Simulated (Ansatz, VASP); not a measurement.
## One calculation of O, two programs

The input INCAR:

```
SYSTEM = O
  PREC = Accurate
  ENCUT = 520
  EDIFF = 1E-6
  ISMEAR = -1
  SIGMA = 0.01
  LREAL = .FALSE.
  LASPH = .TRUE.
  NELM = 100
  ALGO = Normal
  ISIF = 2
  LWAVE = .FALSE.
  LCHARG = .FALSE.
  GGA = PE
  NBANDS = 13
```

KPOINTS

```
Automatic mesh
0
G
  12 12 12
  0 0 0
```

POSCAR

```
O
1.0
    0.0000000000      2.1075500000      3.3448500000
    1.4783500000      0.0000000000      3.3448500000
    1.4783500000      2.1075500000      0.0000000000
O
2
Direct
    0.0871000000      0.0871000000      0.9129000000
    0.9129000000      0.9129000000      0.0871000000
```

Input for Ansatz:

```yaml
crystal:
  lattice:
    - [0.0, 2.10755, 3.34485]
    - [1.47835, 0.0, 3.34485]
    - [1.47835, 2.10755, 0.0]
  atoms:
    - { symbol: O, position: [0.0871, 0.0871, 0.9129] }
    - { symbol: O, position: [0.9129, 0.9129, 0.0871] }
kpoints:
  mp_grid: { grid: [12, 12, 12] }
  band_path:
    path:
      - [0.0, 0.0, 0.0]
      - [0.5, 0.0, 0.5]
      - [1.0, 0.5, 0.5]
      - [0.5, 0.5, 0.0]
      - [0.0, 0.0, 0.0]
      - [0.0, 0.4218456627, 0.4218456627]
      - [1.0, 0.5781543373, 0.5781543373]
      - [1.0, 0.5, 0.5]
      - [0.5, 0.0, 0.5]
    npoints: 8
scf:
  occupations: { method: fermi_dirac, width: 0.01 }
hamiltonian:
  xc: pbe
  pseudopotentials: { kind: all_electron, lapw: { basis_error: 0.00025 } }
output:
  forces: true
  stress: true
  eigenvalues: true
  fatbands: true
  populations: true
  dos: { projected: true, de: 0.2, e_range: [-14, 8] }
```

Alike in both runs: task single point; functional PBE; k mesh 12 × 12 × 12; occupations fermi-dirac, width 0.01 eV; no spin polarisation.

|  | VASP | Ansatz |
| --- | --- | --- |
| version | VASP 6.6.1 | Ansatz 0.2.0 |
| potentials or method | VASP PAW PBE potentials, release 64 (O), cutoff 520 eV | all-electron LAPW, scalar-relativistic |

Ansatz gave:

* pressure (GPa): 13.0
* traceless stress, the component that is largest in VASP (GPa): 32.53
* rms of the force components (eV/Å): 2.220

**Question.** What did VASP give for the same quantities?

**Answer.** Pressure (GPa): 18.2; traceless stress, the component that is largest in VASP (GPa): 43.72; rms of the force components (eV/Å): 3.317.

Atom by atom the forces differ by 1.097 eV/Å (rms over components). One of these differences is far larger than is usual between the two programs; its cause wasn't traced. Ansatz ran all-electron here, and VASP with PAW potentials.

Noted on VASP's run: the standard files for N, O and F lose accuracy on very short bonds; spin is off for a triplet molecule.
